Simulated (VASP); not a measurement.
# Mo3W (Fm-3m) in VASP: notebook

Runs on Mo3W. Level: PBE. Tasks: relaxation of cell and atoms, single point.

Everything below comes from runs of VASP 6.6.1. Logs are shortened: lines on timing, memory, paths and dates and some standing lists are left out, and cuts for length are marked.

**1. The cell of the first run**

The structure is cubic, space group Fm-3m (No. 225). The conventional cell has a = 8.236 Å, b = 8.236 Å, c = 8.236 Å, α = 90.00°, β = 90.00°, γ = 90.00°. Mo (site symmetry m-3m) has 8 Mo at 3.57 Å and 6 W at 4.12 Å within 4.7 Å. Mo (site symmetry -43m) has 10 Mo at 3.57 to 4.12 Å and 4 W at 3.57 Å within 4.7 Å. Within 4.7 Å of W (site symmetry m-3m) lie 14 Mo at 3.57 to 4.12 Å.

**2. Relaxation of cell and atoms, PBE**

The input, INCAR:

```
SYSTEM = Mo3W
PREC = Accurate
ENCUT = 500
EDIFF = 1E-7
ISMEAR = 0
SIGMA = 0.1
LREAL = .FALSE.
LASPH = .TRUE.
NELM = 120
ALGO = Normal
ISIF = 3
LWAVE = .FALSE.
LCHARG = .FALSE.
GGA = PE
IBRION = 2
NSW = 90
EDIFFG = -0.04
GGA_COMPAT = .FALSE.
NELMIN = 4
```

The input, KPOINTS:

```
regular mesh
0
G
  4 4 4
  0 0 0
```

The input, POSCAR:

```
Mo3W
1.0
    0.0000000000      4.1182184600      4.1182184600
    4.1182184600      0.0000000000      4.1182184600
    4.1182184600      4.1182184600      0.0000000000
Mo W
3 1
Direct
    0.0000000000      0.0000000000      0.0000000000
    0.2500000000      0.2500000000      0.2500000000
    0.7500000000      0.7500000000      0.7500000000
    0.5000000000      0.5000000000      0.5000000000
```

Potentials or basis: VASP PAW PBE potentials, release 64 (Mo_sv, W_sv).

Started as:

```console
> cat potpaw_PBE.64/Mo_sv/POTCAR potpaw_PBE.64/W_sv/POTCAR > POTCAR
> mpirun -np 1 vasp_std > vasp.out
```

OUTCAR:

```text
SYSTEM = Mo3W
   PREC = Accurate
   ENCUT = 500
   EDIFF = 1E-7
   ISMEAR = 0
   LREAL = .FALSE.
   LASPH = .TRUE.
   NELM = 120
   ISIF = 3
   GGA = PE
   IBRION = 2
   NSW = 90
   EDIFFG = -0.04
   NELMIN = 4

 ion  position               nearest neighbor table
   1  0.000  0.000  0.000-
   2  0.250  0.250  0.250-
   3  0.750  0.750  0.750-
   4  0.500  0.500  0.500-

  LATTYP: Found a face centered cubic cell.
 ALAT       =     8.2364369200

  Lattice vectors:

 A1 = (   0.0000000000,   4.1182184600,   4.1182184600)
 A2 = (   4.1182184600,   0.0000000000,   4.1182184600)
 A3 = (   4.1182184600,   4.1182184600,   0.0000000000)

Analysis of symmetry for initial positions (statically):
=====================================================================
 Subroutine PRICEL returns:
 Original cell was already a primitive cell.

 Routine SETGRP: Setting up the symmetry group for a
 face centered cubic supercell.

 Subroutine GETGRP returns: Found 48 space group operations
 (whereof 48 operations were pure point group operations)
 out of a pool of 48 trial point group operations.

The static configuration has the point symmetry O_h .

Analysis of symmetry for dynamics (positions and initial velocities):
=====================================================================
 Subroutine PRICEL returns:
 Original cell was already a primitive cell.

 Routine SETGRP: Setting up the symmetry group for a
 face centered cubic supercell.

 Subroutine GETGRP returns: Found 48 space group operations
 (whereof 48 operations were pure point group operations)
 out of a pool of 48 trial point group operations.

The dynamic configuration has the point symmetry O_h .

 Subroutine INISYM returns: Found 48 space group operations
 (whereof 48 operations are pure point group operations),
 and found     1 'primitive' translations

----------------------------------------------------------------------------------------

                                     Primitive cell

  volume of cell :     139.6877

  direct lattice vectors                    reciprocal lattice vectors
     0.000000000  4.118218460  4.118218460    -0.121411723  0.121411723  0.121411723
     4.118218460  0.000000000  4.118218460     0.121411723 -0.121411723  0.121411723
     4.118218460  4.118218460  0.000000000     0.121411723  0.121411723 -0.121411723

  length of vectors
     5.824040399  5.824040399  5.824040399     0.210291273  0.210291273  0.210291273

  position of ions in fractional coordinates (direct lattice)
     0.000000000  0.000000000  0.000000000
[... 47 lines left out ...]
   k-points           NKPTS =      8   k-points in BZ     NKDIM =      8   number of bands    NBANDS=     33
   number of dos      NEDOS =    301   number of ions     NIONS =      4
   total plane-waves  NPLWV =  74088
   dimension x,y,z NGX =    42 NGY =   42 NGZ =   42
   dimension x,y,z NGXF=    84 NGYF=   84 NGZF=   84
   ions per type =               3   1
   NGX,Y,Z   is equivalent  to a cutoff of  11.99, 11.99, 11.99 a.u.
   NGXF,Y,Z  is equivalent  to a cutoff of  23.98, 23.98, 23.98 a.u.
 SYSTEM =  Mo3W
   PREC   = accura    normal or accurate (medium, high low for compatibility)
   ISTART =      0    job   : 0-new  1-cont  2-samecut
   ICHARG =      2    charge: 1-file 2-atom 10-const
   ISPIN  =      1    spin polarized calculation?
   LNONCOLLINEAR =      F non collinear calculations
   LSORBIT =      F    spin-orbit coupling
   LASPH  =      T    aspherical Exc in radial PAW
   ENCUT  =  500.0 eV  36.75 Ry    6.06 a.u.  10.62 10.62 10.62*2*pi/ulx,y,z
   NELM   =    120;   NELMIN=  4; NELMDL= -5     # of ELM steps
   EDIFF  = 0.1E-06   stopping-criterion for ELM
   LREAL  =      F    real-space projection
   EDIFFG = -.4E-01   stopping-criterion for IOM
   NSW    =     90    number of steps for IOM
   IBRION =      2    ionic relax: 0-MD 1-quasi-New 2-CG
   NFREE  =      1    steps in history (QN), initial steepest desc. (CG)
   ISIF   =      3    stress and relaxation
   ISYM   =      2    0-nonsym 1-usesym 2-fastsym
   POTIM  = 0.5000    time-step for ionic-motion
   TEBEG  =    0.0;   TEEND  =   0.0 temperature during run
   PSTRESS=    0.0 pullay stress
   NELECT =      56.0000    total number of electrons
   NUPDOWN=      -1.0000    fix difference up-down
   EMIN   =  10.00;   EMAX   =-10.00  energy-range for DOS
   EFERMI =   0.00;   METHOD = LEGACY
   ISMEAR =     0;   SIGMA  =   0.10  broadening in eV -4-tet -1-fermi 0-gaus
   EFERMI_NEDOS =   21; number of points for ismear=-14 and -15
   IALGO  =     38    algorithm
   IMIX   =      4    mixing-type and parameters
     AMIX     =   0.40;   BMIX     =  1.00
     AMIX_MAG =   1.60;   BMIX_MAG =  1.00
  volume/ion in A,a.u.               =      34.92       235.66
  Fermi-wavevector in a.u.,A,eV,Ry     =   1.207123  2.281131 19.825668  1.457146
  Thomas-Fermi vector in A             =   2.342770
   LORBIT       =      0    0 simple, 1 ext, 2 COOP (PROOUT), +10 PAW based schemes
   GGA     = PE    functional components
   LHFCALC =     F    Hartree Fock is set to
   AEXX    =    0.0000 exact exchange contribution
   IVDW    =     0    specifies the selected vdW correction
   LEPSILON=     F    determine dielectric tensor
   LRPA    =     F    only Hartree local field effects (RPA)
 conjugate gradient relaxation of ions
 non-spin polarized calculation
 Gauss-broadening in eV      SIGMA  =   0.10
  energy-cutoff  :      500.00
  volume of cell :      139.69
 maximum number of plane-waves:      3582
   NGX = 21   NGY = 21   NGZ = 21

--------------------------------------- Ionic step        1  -------------------------------------------

 number of electron      56.0000009 magnetization

 Free energy of the ion-electron system (eV)
  ---------------------------------------------------
  ext. energy  EPLUGINS =         0.00000000
  ---------------------------------------------------
  free energy    TOTEN  =       -28.28770729 eV

  energy without entropy =      -28.27896713  energy(sigma->0) =      -28.28333721

 E-fermi :   3.2222     XC(G=0):  -9.4555

 val. band max:        3.1360618441   @ k =   0.2500   0.0000   0.0000
 cond. band min:       3.3274776132   @ k =  -0.2500   0.2500   0.0000
 fundamental gap:      0.1914157691
 Fermi energy:         3.2222465193
[... 691 lines left out ...]
     32       8.3933      0.00000
     33       9.7547      0.00000

[... ionic steps 4 to 7 ...]

--------------------------------------- Ionic step        8  -------------------------------------------

 number of electron      55.9999999 magnetization

------------------------ aborting loop because EDIFF is reached ----------------------------------------
[... 71 lines left out ...]
--------------------------------------- Ionic step       10  -------------------------------------------

 number of electron      55.9999998 magnetization

 Free energy of the ion-electron system (eV)
  ---------------------------------------------------
  ext. energy  EPLUGINS =         0.00000000
  ---------------------------------------------------
  free energy    TOTEN  =       -45.91807308 eV

  energy without entropy =      -45.91644454  energy(sigma->0) =      -45.91725881

 E-fermi :  12.0483     XC(G=0): -13.3654

 val. band max:       11.9013840717   @ k =   0.2500   0.0000   0.0000
 cond. band min:      12.1887818855   @ k =   0.2500   0.2500   0.0000
 fundamental gap:      0.2873978139
 Fermi energy:        12.0483308893
[... 317 lines left out ...]
  FREE ENERGIE OF THE ION-ELECTRON SYSTEM (eV)
  ---------------------------------------------------
  free  energy   TOTEN  =       -45.9180730818 eV

  energy  without entropy=      -45.9164445381  energy(sigma->0) =      -45.91725881

 reached required accuracy - stopping structural energy minimisation
```

OSZICAR:

```text
N       E                     dE             d eps       ncg     rms          rms(c)
DAV:   1     0.587482068186E+03    0.58748E+03   -0.32315E+04   600   0.159E+03
DAV:   2    -0.329830193045E+01   -0.59078E+03   -0.58502E+03   575   0.484E+02
DAV:   3    -0.304613683103E+02   -0.27163E+02   -0.26480E+02   710   0.848E+01
[... 175 lines left out ...]
DAV:   6    -0.459183087163E+02    0.39759E-04   -0.11398E-02   672   0.717E-01    0.179E-01
DAV:   7    -0.459180983578E+02    0.21036E-03   -0.34320E-03   672   0.283E-01    0.320E-02
DAV:   8    -0.459180757068E+02    0.22651E-04   -0.18097E-04   686   0.664E-02    0.111E-02
DAV:   9    -0.459180731622E+02    0.25446E-05   -0.26553E-06   605   0.967E-03    0.239E-03
DAV:  10    -0.459180730818E+02    0.80422E-07   -0.55236E-07   466   0.327E-03
  10 F= -.45918073E+02 E0= -.45917259E+02  d E =-.920316E-02
```

CONTCAR:

```text
Mo3W
   1.00000000000000
     0.0000000000000000    3.1708609557346921    3.1708609557346921
     3.1708609557346921   -0.0000000000000000    3.1708609557346921
     3.1708609557346921    3.1708609557346921   -0.0000000000000000
  Mo              W
     3     1
Direct
     0.0000000000000000    0.0000000000000000    0.0000000000000000
     0.2500000000000000    0.2500000000000000    0.2500000000000000
     0.7500000000000000    0.7500000000000000    0.7500000000000000
     0.5000000000000000    0.5000000000000000    0.5000000000000000

  0.00000000E+00  0.00000000E+00  0.00000000E+00
  0.00000000E+00  0.00000000E+00  0.00000000E+00
  0.00000000E+00  0.00000000E+00  0.00000000E+00
  0.00000000E+00  0.00000000E+00  0.00000000E+00
```

Run time: 7.6 min. Hardware: 1 thread of AMD EPYC 9R45 (Zen 5), shared host; peak memory 0.27 GiB.

What came out:

```yaml
Free_energy: -45.9181 eV
Relaxed_volume: 15.94 Å³/atom
Relaxed_cell: a = 4.484 Å, b = 4.484 Å, c = 4.484 Å, α = 60.00°, β = 60.00°, γ = 60.00°
Space_group_after_relaxing_to_0.05_Å: Fm-3m (No. 225)
Energy_gained_by_relaxing: 4407.6 meV/atom
Ionic_steps: 10
Pressure_after_relaxing: -0.1 GPa
Band_gap_on_the_k_mesh: 0.29 eV, indirect (least direct gap 0.84 eV)
```

Step by step:
```csv
step,energy change (eV),largest force (eV/Å),pressure (GPa),volume (Å³)
1,0.0000,0.0000,-34.12,139.69
2,5.4550,0.0000,430.62,36.83
3,-7.7802,0.0000,-43.46,107.74
4,-13.4797,0.0000,-42.72,87.06
5,-17.1764,0.0000,29.33,58.39
6,-17.5277,0.0000,-11.04,66.62
7,-17.6290,0.0000,-1.38,64.07
8,-17.6212,0.0000,3.65,62.93
9,-17.5651,0.0000,-8.96,66.02
10,-17.6304,0.0000,-0.07,63.76
```

Final structure:
```xyz
4
Lattice="0.0000 3.1709 3.1709 3.1709 0.0000 3.1709 3.1709 3.1709 0.0000" Properties=species:S:1:pos:R:3 pbc="T T T"
Mo    0.0000    0.0000    0.0000
Mo    1.5854    1.5854    1.5854
Mo    4.7563    4.7563    4.7563
W     3.1709    3.1709    3.1709
```

Caveat: the volume moved by over 15 % at a fixed basis, so the end points are rough; spin-orbit coupling is left out, which moves the levels of the heavy elements. A k mesh can miss the band edges.

**3. Single point, PBE**

This run uses another cell than the first one, of 15.87 Å³/atom, 0.454 times its volume.

The input, INCAR:

```
SYSTEM = Mo3W
PREC     = Accurate       ! precision mode
ENCUT    = 500            ! plane-wave cutoff, eV
EDIFF    = 1E-6           ! SCF threshold, eV
ISMEAR   = 0              ! smearing method
SIGMA    = 0.1            ! smearing width, eV
LREAL    = .FALSE.        ! projectors in reciprocal space
LASPH    = .TRUE.         ! aspherical terms in the spheres
NELM     = 120            ! most SCF steps
ALGO     = Normal         ! electronic algorithm
ISIF     = 2              ! what is computed and relaxed
LWAVE    = .FALSE.        ! write WAVECAR
LCHARG   = .FALSE.        ! write CHGCAR
GGA      = PE             ! functional
NBANDS   = 36             ! bands
GGA_COMPAT= .FALSE.
```

The input, KPOINTS:

```
regular mesh
0
G
  12 12 12
  0 0 0
```

The input, POSCAR:

```
Mo3W
1.0
    0.0000000000      3.1659940356      3.1659940356
    3.1659940356      0.0000000000      3.1659940356
    3.1659940356      3.1659940356      0.0000000000
Mo W
3 1
Direct
    0.0000000000      0.0000000000      0.0000000000
    0.2500000000      0.2500000000      0.2500000000
    0.7500000000      0.7500000000      0.7500000000
    0.5000000000      0.5000000000      0.5000000000
```

Potentials or basis: VASP PAW PBE potentials, release 64 (Mo_sv, W_sv).

Started as:

```console
> cat potpaw_PBE.64/Mo_sv/POTCAR potpaw_PBE.64/W_sv/POTCAR > POTCAR
> mpirun -np 1 vasp_std > vasp.out
```

Wall time 2.8 min (1 thread of AMD EPYC 9R45 (Zen 5), shared host); peak memory 0.25 GiB.

The run converged. Its results:

```yaml
Free_energy: -45.7860 eV
Pressure: 0.5 GPa
Band_gap_on_the_k_mesh: zero (band 28 reaches 12.34 eV, above the bottom of band 29 at 11.99 eV)
```

Levels at points of the mesh, in eV from the Fermi level:
```csv
k point,band 24,band 25,band 26,band 27,band 28,band 29,band 30,band 31,band 32,band 33
"(0.00, 0.00, 0.00)",-2.64,-2.64,-1.31,-1.31,-1.31,1.70,1.70,2.41,2.41,2.90
"(0.50, 0.00, 0.00)",-2.87,-2.79,-2.79,-2.76,-2.76,1.62,1.62,2.01,2.01,2.16
"(0.50, 0.50, 0.00)",-2.63,-0.66,-0.66,-0.52,-0.52,0.85,1.05,1.35,1.35,1.69
```

Caveat: spin-orbit coupling is left out, which moves the levels of the heavy elements.

**4. Single point, PBE, collinear spin, ferromagnetic start**

This run uses another cell than the first one, of 15.87 Å³/atom, 0.454 times its volume.

The input, INCAR:

```
SYSTEM = Mo3W
PREC = Accurate
ENCUT = 500
EDIFF = 1E-6
ISMEAR = 0
SIGMA = 0.1
LREAL = .False.
LASPH = .True.
NELM = 200
ALGO = Normal
ISIF = 2
LWAVE = .False.
LCHARG = .False.
ISPIN = 2
MAGMOM = 1 1 1 0
LORBIT = 11
LMAXMIX = 4
GGA = PE
NBANDS = 40
GGA_COMPAT = .False.
```

The input, KPOINTS:

```
Automatic mesh
0
Gamma
  6 6 6
  0 0 0
```

POSCAR is that of step 3.

Started as:

```console
> cat potpaw_PBE.64/Mo_sv/POTCAR potpaw_PBE.64/W_sv/POTCAR > POTCAR
> mpirun -np 1 vasp_std > vasp.out
```

Wall time 93 s (1 thread of AMD EPYC 9R45 (Zen 5), shared host); peak memory 0.23 GiB.

It converged, with:

| Property | Result |
| --- | --- |
| Free energy | -45.7737 eV |
| Pressure | 0.5 GPa |
| Band gap on the k mesh | zero (filled and empty bands touch) |
| Net moment | 0.00 μB per cell |
| Valence electrons inside the program's atomic spheres | Mo 12.46, 12.51; W 12.03 |

Levels at points of the mesh, in eV from the Fermi level:
Spin up:
```tsv
k point	band 26	band 27	band 28	band 29	band 30	band 31
(0.00, 0.00, 0.00)	-1.41	-1.41	-1.41	1.60	1.60	2.32
(0.50, 0.00, 0.00)	-2.89	-2.86	-2.86	1.52	1.52	1.91
(0.50, 0.50, 0.00)	-0.76	-0.63	-0.63	0.76	0.94	1.24
```
Spin down:
```
           k point  band 24  band 25  band 26  band 27  band 28  band 29  band 30  band 31  band 32  band 33
(0.00, 0.00, 0.00)    -2.74    -2.74    -1.41    -1.41    -1.41     1.60     1.60     2.32     2.32     2.79
(0.50, 0.00, 0.00)    -2.97    -2.89    -2.89    -2.86    -2.86     1.52     1.52     1.91     1.91     2.06
(0.50, 0.50, 0.00)    -2.73    -0.76    -0.76    -0.63    -0.63     0.76     0.94     1.24     1.24     1.59
```

Caveat: spin-orbit coupling is left out, which moves the levels of the heavy elements.

**5. Relaxation of cell and atoms, PBE**

This run uses another cell than the first one, of 15.87 Å³/atom, 0.454 times its volume.

The input, INCAR:

```
PREC = Accurate
ENCUT = 500
EDIFF = 1E-7
ISMEAR = 0
SIGMA = 0.1
LREAL = False
LASPH = True
NELM = 120
ALGO = Normal
ISIF = 3
LWAVE = False
LCHARG = False
GGA = PE
IBRION = 2
NSW = 100
EDIFFG = -0.01
GGA_COMPAT = False
NELMIN = 4
```

The input, KPOINTS:

```
regular mesh
0
Gamma
  12 12 12
```

POSCAR is that of step 4.

Started as:

```console
> cat potpaw_PBE.64/Mo_sv/POTCAR potpaw_PBE.64/W_sv/POTCAR > POTCAR
> mpirun -np 1 vasp_std > vasp.out
```

Run time: 7.8 min. Hardware: 1 thread of AMD EPYC 9R45 (Zen 5), shared host; peak memory 0.26 GiB.

It converged, with:

```
Free energy                            : -45.7862 eV
Relaxed volume                         : 15.90 Å³/atom
Relaxed cell                           : a = 4.480 Å, b = 4.480 Å, c = 4.480 Å, α = 60.00°, β = 60.00°, γ = 60.00°
Space group after relaxing (to 0.05 Å) : Fm-3m (No. 225)
Energy gained by relaxing              : 0.1 meV/atom
Ionic steps                            : 3
Pressure after relaxing                : 0.0 GPa
Band gap on the k mesh                 : zero (band 28 reaches 12.30 eV, above the bottom of band 29 at 11.96 eV)
```

The path:
| step | energy change (eV) | largest force (eV/Å) | pressure (GPa) | volume (Å³) |
| --- | --- | --- | --- | --- |
| 1 | 0.0000 | 0.0000 | 0.54 | 63.47 |
| 2 | 0.0016 | 0.0000 | -1.55 | 63.97 |
| 3 | -0.0002 | 0.0000 | 0.00 | 63.60 |

Final structure:
```
Mo W
1.0
     0.00000    3.16810    3.16810
     3.16810    0.00000    3.16810
     3.16810    3.16810    0.00000
Mo W
3 1
Direct
  0.00000 0.00000 0.00000
  0.25000 0.25000 0.25000
  0.75000 0.75000 0.75000
  0.50000 0.50000 0.50000
```

Levels at points of the mesh, in eV from the Fermi level:
| k point | band 24 | band 25 | band 26 | band 27 | band 28 | band 29 | band 30 | band 31 | band 32 | band 33 |
| --- | --- | --- | --- | --- | --- | --- | --- | --- | --- | --- |
| (0.00, 0.00, 0.00) | -2.63 | -2.63 | -1.31 | -1.31 | -1.31 | 1.70 | 1.70 | 2.40 | 2.40 | 2.89 |
| (0.50, 0.00, 0.00) | -2.86 | -2.79 | -2.79 | -2.75 | -2.75 | 1.61 | 1.61 | 2.00 | 2.00 | 2.15 |
| (0.50, 0.50, 0.00) | -2.62 | -0.66 | -0.66 | -0.52 | -0.52 | 0.85 | 1.04 | 1.34 | 1.34 | 1.69 |

Caveat: spin-orbit coupling is left out, which moves the levels of the heavy elements.

**6. Overview**

```tsv
task	spin	cell	k mesh	gap on the mesh (eV)	pressure (GPa)	relaxed volume (Å³/atom)
relaxation of cell and atoms	off	relaxed from a = 5.824 Å, angles 60.0°, 4 atoms	4 × 4 × 4	0.29	-0.1	15.94
single point	off	a = 4.477 Å, angles 60.0°, 4 atoms	12 × 12 × 12	none	0.5	-
single point	collinear, ferromagnetic start	a = 4.477 Å, angles 60.0°, 4 atoms	6 × 6 × 6	none	0.5	-
relaxation of cell and atoms	off	relaxed from a = 4.477 Å, angles 60.0°, 4 atoms	12 × 12 × 12	none	0.0	15.90
```

Alike in all rows: level PBE; potentials or basis VASP PAW PBE potentials, release 64 (Mo_sv, W_sv); cutoff (eV) 500; smearing gaussian 0.1 eV.

Caveats: spin-orbit coupling is left out, which moves the levels of the heavy elements; the volume moved by over 15 % at a fixed basis, so the end points are rough (some runs).

Total energies depend on the potentials used, so only differences within one code and one set of settings carry meaning.
